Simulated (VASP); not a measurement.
The system is EuS.

```xyz
2
Lattice="4.2122 0.0000 0.0000 2.1061 3.6479 0.0000 2.1061 1.2160 3.4393" Properties=species:S:1:pos:R:3 pbc="T T T"
Eu    0.0000    0.0000    0.0000
S     4.2122    2.4319    1.7196
```

Base run:

| Item | Value |
| --- | --- |
| Program | VASP 6.6.1 |
| Functional | PBE |
| Potentials or basis | VASP PAW PBE potentials, release 64 (Eu, S) |
| Cutoff | 600 eV |
| k mesh | 10 × 10 × 10 |
| Occupations | fermi-dirac, width 0.1 eV |
| Spin | collinear spin, ferromagnetic start |
| Starting moments | [9.1, 0.0] μB |
| Hubbard terms | Eu f U = 4.5 eV |

Its results: band gap on the k mesh 0.03 eV (least direct gap 0.26 eV); pressure 0.3 GPa; net moment 7.00 μB per cell; site moments Eu +6.70; S -0.07 μB.

Task: The run is repeated on the same cell with these changes: hubbard terms from Eu f U = 4.5 eV to Eu f U = 3.0 eV. What comes out?

Result: Band gap on the k mesh zero (filled and empty bands overlap); pressure -0.6 GPa; net moment 7.00 μB per cell; site moments Eu +6.67; S -0.07 μB.

Caveats: spin-orbit coupling is left out, which moves the levels of the heavy elements; a cell with one magnetic atom can't hold antiferromagnetic order, which such compounds often take; the smearing spreads over this small gap (at least some runs).

A k mesh can miss the band edges.
